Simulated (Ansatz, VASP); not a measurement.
**One calculation of KI, two programs**

```
I K
1.0
     0.00000    3.55617    3.55617
     3.55617    0.00000    3.55617
     3.55617    3.55617    0.00000
I K
1 1
Direct
  0.50000 0.50000 0.50000
  0.00000 0.00000 0.00000
```

Alike in both runs: task single point; functional PBEsol; k mesh 7 × 7 × 7; occupations fermi-dirac, width 0.05 eV; no spin polarisation.

|  | VASP | Ansatz |
| --- | --- | --- |
| version | VASP 6.6.1 | Ansatz 0.2.0 |
| potentials or method | VASP PAW PBE potentials, release 64 (I, K_sv) | Ansatz PAW |
| plane-wave cutoff (eV) | 520 | 420 |
| valence electrons in the cell | 16 | 26 |

VASP gave:

```
gap on the k mesh at the Fermi level (eV) : 3.77
least direct gap on the mesh (eV)         : 3.77
pressure (GPa)                            : -0.5
```

Question: Estimate Ansatz's values.

Answer: gap on the k mesh at the Fermi level (eV): 3.78; least direct gap on the mesh (eV): 3.78; pressure (GPa): -0.5.

VASP's potentials were made for PBE, not for PBEsol. The functional is the same, so the differences come from potentials, cutoffs and numerics. VASP's potentials hold 16 valence electrons a cell and Ansatz's 26, so a difference there can come from the potentials and not from the codes.

Spin-orbit coupling is off throughout. Noted on Ansatz's run: odd divisions of the mesh miss points on the zone boundary, where band edges often lie, so the gap on the mesh can be too wide.
